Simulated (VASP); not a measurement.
# CoO (Pm-3m) in VASP: single point with r2SCAN+U

Aim: the single point of CoO with r2SCAN+U.

Program: VASP 6.6.1. These are calculated values, not measurements. Logs are shortened: lines on timing, memory, paths and dates and some standing lists are left out, and cuts for length are marked.

**1. The cell of the first run**

Symmetry: Pm-3m, No. 221, cubic system. The conventional cell has a = 2.502 Å, b = 2.502 Å, c = 2.502 Å, α = 90.00°, β = 90.00°, γ = 90.00°. Co (site symmetry m-3m) has 8 O at 2.17 Å and 6 Co at 2.50 Å within 2.9 Å. Within 2.9 Å of O (site symmetry m-3m) lie 8 Co at 2.17 Å and 6 O at 2.50 Å.

**2. Single point, r2SCAN+U**

POSCAR reads:

```
CoO
1.0
    2.5024186096      0.0000000000      0.0000000000
    0.0000000000      2.5024186096      0.0000000000
    0.0000000000      0.0000000000      2.5024186096
Co O
1 1
Direct
    0.0000000000      0.0000000000      0.0000000000
    0.5000000000      0.5000000000      0.5000000000
```

INCAR.step1 reads:

```
SYSTEM = CoO
PREC     = Accurate       ! precision mode
ENCUT    = 1480           ! plane-wave cutoff, eV
ISMEAR   = 0              ! smearing method
SIGMA    = 0.02           ! smearing width, eV
LREAL    = .False.        ! projectors in reciprocal space
LASPH    = .True.         ! aspherical terms in the spheres
NELM     = 200            ! most SCF steps
LMAXMIX  = 4              ! l up to which the mixer works
LDAU     = .True.         ! DFT+U
LDAUTYPE = 2            
LDAUL    = 2 -1           ! shell
LDAUU    = 3.32 0         ! U, eV
LDAUJ    = 0 0          
NBANDS   = 18             ! bands
GGA      = PE             ! functional
ALGO     = Normal         ! electronic algorithm
EDIFF    = 1E-5           ! SCF threshold, eV
LWAVE    = .True.         ! write WAVECAR
LCHARG   = .False.        ! write CHGCAR
GGA_COMPAT= .False.
```

INCAR.step2 reads:

```
SYSTEM = CoO
PREC     = Accurate       ! precision mode
ENCUT    = 1480           ! plane-wave cutoff, eV
EDIFF    = 1E-6           ! SCF threshold, eV
ISMEAR   = 0              ! smearing method
SIGMA    = 0.02           ! smearing width, eV
LREAL    = .False.        ! projectors in reciprocal space
LASPH    = .True.         ! aspherical terms in the spheres
NELM     = 200            ! most SCF steps
ALGO     = Normal         ! electronic algorithm
ISIF     = 2              ! what is computed and relaxed
LWAVE    = .False.        ! write WAVECAR
LCHARG   = .False.        ! write CHGCAR
LMAXMIX  = 4              ! l up to which the mixer works
LDAU     = .True.         ! DFT+U
LDAUTYPE = 2            
LDAUL    = 2 -1           ! shell
LDAUU    = 3.32 0         ! U, eV
LDAUJ    = 0 0          
LDAUPRINT= 1            
METAGGA  = R2SCAN         ! meta-GGA
LMIXTAU  = .True.       
NBANDS   = 18             ! bands
ISTART   = 1            
GGA_COMPAT= .False.
```

KPOINTS reads:

```
regular mesh
0
Gamma
  10 10 10
  0 0 0
```

Potentials or basis: VASP PAW PBE potentials, release 64 (Co_sv, O_h).

The run is started by

```
$ cat potpaw_PBE.64/Co_sv/POTCAR potpaw_PBE.64/O_h/POTCAR > POTCAR
$ cp INCAR.step1 INCAR
$ mpirun -np 1 vasp_std > vasp.out
$ cp INCAR.step2 INCAR
$ mpirun -np 1 vasp_std > vasp.out
```

OUTCAR:

```text
SYSTEM = CoO
   PREC = Accurate
   ENCUT = 1480
   EDIFF = 1E-6
   ISMEAR = 0
   LREAL = .False.
   LASPH = .True.
   NELM = 200
   ISIF = 2
   METAGGA = R2SCAN
   ISTART = 1

 ion  position               nearest neighbor table
   1  0.000  0.000  0.000-
   2  0.500  0.500  0.500-

  LATTYP: Found a simple cubic cell.
 ALAT       =     2.5024186096

  Lattice vectors:

 A1 = (   2.5024186096,   0.0000000000,   0.0000000000)
 A2 = (   0.0000000000,   2.5024186096,   0.0000000000)
 A3 = (   0.0000000000,   0.0000000000,   2.5024186096)

Analysis of symmetry for initial positions (statically):
=====================================================================
 Subroutine PRICEL returns:
 Original cell was already a primitive cell.

 Routine SETGRP: Setting up the symmetry group for a
 simple cubic supercell.

 Subroutine GETGRP returns: Found 48 space group operations
 (whereof 48 operations were pure point group operations)
 out of a pool of 48 trial point group operations.

The static configuration has the point symmetry O_h .

Analysis of symmetry for dynamics (positions and initial velocities):
=====================================================================
 Subroutine PRICEL returns:
 Original cell was already a primitive cell.

 Routine SETGRP: Setting up the symmetry group for a
 simple cubic supercell.

 Subroutine GETGRP returns: Found 48 space group operations
 (whereof 48 operations were pure point group operations)
 out of a pool of 48 trial point group operations.

The dynamic configuration has the point symmetry O_h .

 Subroutine INISYM returns: Found 48 space group operations
 (whereof 48 operations are pure point group operations),
 and found     1 'primitive' translations

----------------------------------------------------------------------------------------

                                     Primitive cell

  volume of cell :      15.6704

  direct lattice vectors                    reciprocal lattice vectors
     2.502418610  0.000000000  0.000000000     0.399613396  0.000000000  0.000000000
     0.000000000  2.502418610  0.000000000     0.000000000  0.399613396  0.000000000
     0.000000000  0.000000000  2.502418610     0.000000000  0.000000000  0.399613396

  length of vectors
     2.502418610  2.502418610  2.502418610     0.399613396  0.399613396  0.399613396

  position of ions in fractional coordinates (direct lattice)
     0.000000000  0.000000000  0.000000000
     0.500000000  0.500000000  0.500000000

  ion indices of the primitive-cell ions
   primitive index   ion index
                 1           1
                 2           2

----------------------------------------------------------------------------------------

 KPOINTS: regular mesh

Automatic generation of k-mesh.
 Grid dimensions read from file:
 generate k-points for:   10   10   10

 Generating k-lattice:

  Cartesian coordinates                     Fractional coordinates (reciprocal lattice)
     0.039961340  0.000000000  0.000000000     0.100000000  0.000000000  0.000000000
     0.000000000  0.039961340  0.000000000     0.000000000  0.100000000  0.000000000
     0.000000000  0.000000000  0.039961340     0.000000000  0.000000000  0.100000000

  Length of vectors
     0.039961340  0.039961340  0.039961340

  Shift w.r.t. Gamma in fractional coordinates (k-lattice)
     0.000000000  0.000000000  0.000000000

 Subroutine IBZKPT returns following result:
 ===========================================

 Found     56 irreducible k-points:

 Following reciprocal coordinates:
            Coordinates               Weight
  0.000000  0.000000  0.000000      1.000000
  0.100000  0.000000  0.000000      6.000000
  0.200000  0.000000  0.000000      6.000000
  0.300000  0.000000  0.000000      6.000000
  0.400000  0.000000  0.000000      6.000000
  0.500000  0.000000  0.000000      3.000000
[... 16 lines left out ...]
  0.200000  0.100000  0.100000     24.000000
  0.300000  0.100000  0.100000     24.000000
 [... further k-points ...]
   k-points           NKPTS =     56   k-points in BZ     NKDIM =     56   number of bands    NBANDS=     18
   number of dos      NEDOS =    301   number of ions     NIONS =      2
   total plane-waves  NPLWV =  32768
   dimension x,y,z NGX =    32 NGY =   32 NGZ =   32
   dimension x,y,z NGXF=    64 NGYF=   64 NGZF=   64
   ions per type =               1   1
   NGX,Y,Z   is equivalent  to a cutoff of  21.26, 21.26, 21.26 a.u.
   NGXF,Y,Z  is equivalent  to a cutoff of  42.52, 42.52, 42.52 a.u.
 SYSTEM =  CoO
   PREC   = accura    normal or accurate (medium, high low for compatibility)
   ISTART =      1    job   : 0-new  1-cont  2-samecut
   ICHARG =      0    charge: 1-file 2-atom 10-const
   ISPIN  =      1    spin polarized calculation?
   LNONCOLLINEAR =      F non collinear calculations
   LSORBIT =      F    spin-orbit coupling
   LASPH  =      T    aspherical Exc in radial PAW
   ENCUT  = 1480.0 eV 108.78 Ry   10.43 a.u.   7.85  7.85  7.85*2*pi/ulx,y,z
   NELM   =    200;   NELMIN=  2; NELMDL=  0     # of ELM steps
   EDIFF  = 0.1E-05   stopping-criterion for ELM
   LREAL  =      F    real-space projection
   EDIFFG = 0.1E-04   stopping-criterion for IOM
   NSW    =      0    number of steps for IOM
   IBRION =     -1    ionic relax: 0-MD 1-quasi-New 2-CG
   NFREE  =      0    steps in history (QN), initial steepest desc. (CG)
   ISIF   =      2    stress and relaxation
   ISYM   =      2    0-nonsym 1-usesym 2-fastsym
   POTIM  = 0.5000    time-step for ionic-motion
   TEBEG  =    0.0;   TEEND  =   0.0 temperature during run
   PSTRESS=    0.0 pullay stress
   NELECT =      23.0000    total number of electrons
   NUPDOWN=      -1.0000    fix difference up-down
   EMIN   =  10.00;   EMAX   =-10.00  energy-range for DOS
   EFERMI =   0.00;   METHOD = LEGACY
   ISMEAR =     0;   SIGMA  =   0.02  broadening in eV -4-tet -1-fermi 0-gaus
   EFERMI_NEDOS =   21; number of points for ismear=-14 and -15
   IALGO  =     38    algorithm
   IMIX   =      4    mixing-type and parameters
     AMIX     =   0.40;   BMIX     =  1.00
     AMIX_MAG =   1.60;   BMIX_MAG =  1.00
  volume/ion in A,a.u.               =       7.84        52.87
  Fermi-wavevector in a.u.,A,eV,Ry     =   1.860476  3.515790 47.094827  3.461372
  Thomas-Fermi vector in A             =   2.908479
   LORBIT       =      0    0 simple, 1 ext, 2 COOP (PROOUT), +10 PAW based schemes
 LDA+U is selected, type is set to LDAUTYPE =  2
   angular momentum for each species LDAUL =     2   -1
   U (eV)           for each species LDAUU =   3.3  0.0
   J (eV)           for each species LDAUJ =   0.0  0.0
   METAGGA = R2SCAN    functional components
   LHFCALC =     F    Hartree Fock is set to
   AEXX    =    0.0000 exact exchange contribution
   IVDW    =     0    specifies the selected vdW correction
   LEPSILON=     F    determine dielectric tensor
   LRPA    =     F    only Hartree local field effects (RPA)
 non-spin polarized calculation
 Gauss-broadening in eV      SIGMA  =   0.02
  energy-cutoff  :     1480.00
  volume of cell :       15.67
 maximum number of plane-waves:      2048
 NGX is ok and might be reduce to    32
   NGX = 15   NGY = 15   NGZ = 15

atom =   1  type =  1  l = 2

 onsite density matrix

spin component  1

  0.5700  0.0000  0.0000  0.0000  0.0000
  0.0000  0.5700 -0.0000  0.0000 -0.0000
  0.0000 -0.0000  0.8911 -0.0000 -0.0000
  0.0000  0.0000 -0.0000  0.5700  0.0000
  0.0000 -0.0000 -0.0000  0.0000  0.8911

spin component  2

  0.5700  0.0000  0.0000  0.0000  0.0000
  0.0000  0.5700 -0.0000  0.0000 -0.0000
  0.0000 -0.0000  0.8911 -0.0000 -0.0000
  0.0000  0.0000 -0.0000  0.5700  0.0000
  0.0000 -0.0000 -0.0000  0.0000  0.8911

 occupancies and eigenvectors

  o =  0.5700  v =  0.0000 -0.0219 -0.0000 -0.9998 -0.0000  0.0000  0.0000  0.0000  0.0000  0.0000      0.0000  0.0000  0.0000  0.0000  0.0000  0.0000  0.0000  0.0000  0.0000  0.0000
  o =  0.5700  v =  0.0000  0.0000  0.0000  0.0000  0.0000  0.0000 -0.0219 -0.0000 -0.9998 -0.0000      0.0000  0.0000  0.0000  0.0000  0.0000  0.0000  0.0000  0.0000  0.0000  0.0000
  o =  0.5700  v =  0.0000 -0.9998 -0.0000  0.0219  0.0000  0.0000  0.0000  0.0000  0.0000  0.0000      0.0000  0.0000  0.0000  0.0000  0.0000  0.0000  0.0000  0.0000  0.0000  0.0000
  o =  0.5700  v =  0.0000  0.0000  0.0000  0.0000  0.0000  0.0000 -0.9998 -0.0000  0.0219  0.0000      0.0000  0.0000  0.0000  0.0000  0.0000  0.0000  0.0000  0.0000  0.0000  0.0000
  o =  0.5700  v =  0.0000  0.0000  0.0000  0.0000  0.0000  1.0000  0.0000  0.0000  0.0000  0.0000      0.0000  0.0000  0.0000  0.0000  0.0000  0.0000  0.0000  0.0000  0.0000  0.0000
  o =  0.5700  v =  1.0000  0.0000  0.0000  0.0000  0.0000  0.0000  0.0000  0.0000  0.0000  0.0000      0.0000  0.0000  0.0000  0.0000  0.0000  0.0000  0.0000  0.0000  0.0000  0.0000
  o =  0.8911  v =  0.0000  0.0000  0.0000  0.0000  0.0000  0.0000 -0.0000 -0.0392  0.0000 -0.9992      0.0000  0.0000  0.0000  0.0000  0.0000  0.0000  0.0000  0.0000  0.0000  0.0000
  o =  0.8911  v =  0.0000 -0.0000 -0.0392  0.0000 -0.9992  0.0000  0.0000  0.0000  0.0000  0.0000      0.0000  0.0000  0.0000  0.0000  0.0000  0.0000  0.0000  0.0000  0.0000  0.0000
  o =  0.8911  v =  0.0000 -0.0000  0.9992 -0.0000 -0.0392  0.0000  0.0000  0.0000  0.0000  0.0000      0.0000  0.0000  0.0000  0.0000  0.0000  0.0000  0.0000  0.0000  0.0000  0.0000
  o =  0.8911  v =  0.0000  0.0000  0.0000  0.0000  0.0000  0.0000 -0.0000  0.9992 -0.0000 -0.0392      0.0000  0.0000  0.0000  0.0000  0.0000  0.0000  0.0000  0.0000  0.0000  0.0000

 number of electron      22.9999994 magnetization

 Free energy of the ion-electron system (eV)
  ---------------------------------------------------
  ext. energy  EPLUGINS =         0.00000000
  ---------------------------------------------------
  free energy    TOTEN  =       -15.78183154 eV

  energy without entropy =      -15.78103766  energy(sigma->0) =      -15.78143460

 E-fermi :  12.0715     XC(G=0): -14.9711

 val. band max:       12.0605112475   @ k =   0.4000   0.0000   0.0000
 cond. band min:      12.0722041476   @ k =   0.5000   0.0000   0.0000
 fundamental gap:      0.0116929001
 Fermi energy:        12.0714583475

 k-point     1 :       0.0000    0.0000    0.0000
  band No.  band energies     occupation
      1     -85.8612      2.00000
      2     -47.7321      2.00000
      3     -47.7321      2.00000
      4     -47.7321      2.00000
      5     -10.8393      2.00000
      6       7.7416      2.00000
[... 481 lines left out ...]
      5      -9.7393      2.00000
      6       3.9533      2.00000
[... 10 lines left out ...]
     17      32.8814      0.00000
     18      33.1052      0.00000

 [... further k-points ...]

------------------------ aborting loop because EDIFF is reached ----------------------------------------

  FORCE on cell =-STRESS in cart. coord.  units (eV):
  Direction    XX          YY          ZZ          XY          YZ          ZX
  --------------------------------------------------------------------------------------
  -------------------------------------------------------------------------------------
  Total        0.8394295      0.8394295      0.8394295     -0.0000000      0.0000000      0.0000000
  in kB       85.8252208     85.8252208     85.8252208     -0.0000000      0.0000000      0.0000000
  external PRESSURE =      85.8252208 kB  Pullay stress =       0.0000000 kB

 VOLUME and BASIS-vectors are now :
 -----------------------------------------------------------------------------
  energy-cutoff  :     1480.00
  volume of cell :       15.67
      direct lattice vectors                 reciprocal lattice vectors
     2.502418610  0.000000000  0.000000000     0.399613396  0.000000000  0.000000000
     0.000000000  2.502418610  0.000000000     0.000000000  0.399613396  0.000000000
     0.000000000  0.000000000  2.502418610     0.000000000  0.000000000  0.399613396

 POSITION                                       TOTAL-FORCE (eV/Angst)
 -----------------------------------------------------------------------------------
      0.00000      0.00000      0.00000         0.000000      0.000000      0.000000
      1.25121      1.25121      1.25121         0.000000      0.000000      0.000000
 -----------------------------------------------------------------------------------
    total drift:                                0.000000      0.000000     -0.000000

  FREE ENERGIE OF THE ION-ELECTRON SYSTEM (eV)
  ---------------------------------------------------
  free  energy   TOTEN  =       -15.7818315370 eV

  energy  without entropy=      -15.7810376625  energy(sigma->0) =      -15.78143460
```

Run time: 91 s. Hardware: 1 thread of Intel Xeon 6975P-C (Granite Rapids), shared host; peak memory 0.23 GiB.

Results:

* Free energy: -15.7818 eV
* Pressure: 8.6 GPa
* Band gap on the k mesh: zero (an odd number of electrons rules out a gap without spin polarisation)

Eigenvalues of the final occupation matrices:
| site | spin | trace | eigenvalues |
| --- | --- | --- | --- |
| site 1 d | 1 | 3.49 | 0.57 0.57 0.57 0.89 0.89 |
| site 1 d | 2 | 3.49 | 0.57 0.57 0.57 0.89 0.89 |

Caveat: the cell stands under pressure; the PAW data sets were made with another functional, which shifts forces and pressure a little; an odd number of electrons without spin polarisation forces a metal; a magnetic or distorted state may lie lower; the run has no spin polarisation, though such a crystal can be magnetic; U without spin polarisation on a metal has little footing. Spin polarisation is off, so any magnetic state and its effect on volume and gap are missing.
